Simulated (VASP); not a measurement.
Write the native input for VASP 6.6.1 that does the following.

- Task: single point
- Functional: PBE
- Potentials or basis: VASP PAW PBE potentials, release 64 (Si, Ni)
- Cutoff: 600 eV
- k mesh: 6 × 6 × 6
- Occupations: gaussian, width 0.1 eV
- Spin: no spin polarisation
- Dipole correction: no
- Further INCAR settings: ALGO = Normal; EDIFF = 1e-06; NBANDS = 16

The structure of Si2Ni lies in POSCAR:

```
Si2Ni
1.0
    0.0000000000      2.7241162132      2.7241162132
    2.7241162132      0.0000000000      2.7241162132
    2.7241162132      2.7241162132      0.0000000000
Si Ni
2 1
Direct
    0.2500000000      0.2500000000      0.2500000000
    0.7500000000      0.7500000000      0.7500000000
    0.0000000000      0.0000000000      0.0000000000
```

One way to write it, as run:

INCAR

```
SYSTEM = Si2Ni
PREC = Accurate
ENCUT = 600
EDIFF = 1E-6
ISMEAR = 0
SIGMA = 0.1
LREAL = .False.
LASPH = .True.
NELM = 120
ALGO = Normal
ISIF = 2
LWAVE = .False.
LCHARG = .False.
GGA = PE
NBANDS = 16
GGA_COMPAT = .False.
```

KPOINTS

```
regular mesh
0
Gamma
  6 6 6
  0 0 0
```

Potentials or basis: VASP PAW PBE potentials, release 64 (Si, Ni).

Run with:

```console
$ cat potpaw_PBE.64/Si/POTCAR potpaw_PBE.64/Ni/POTCAR > POTCAR
$ mpirun -np 1 vasp_std > vasp.out
```

It gave:

```yaml
Pressure: 0.1 GPa
Band_gap_on_the_k_mesh: zero (band 9 reaches 11.80 eV, above the bottom of band 10 at 9.67 eV)
```

Wall time 22 s on 1 thread of Intel Xeon 8259CL, on a shared host, peak memory 0.18 GiB.
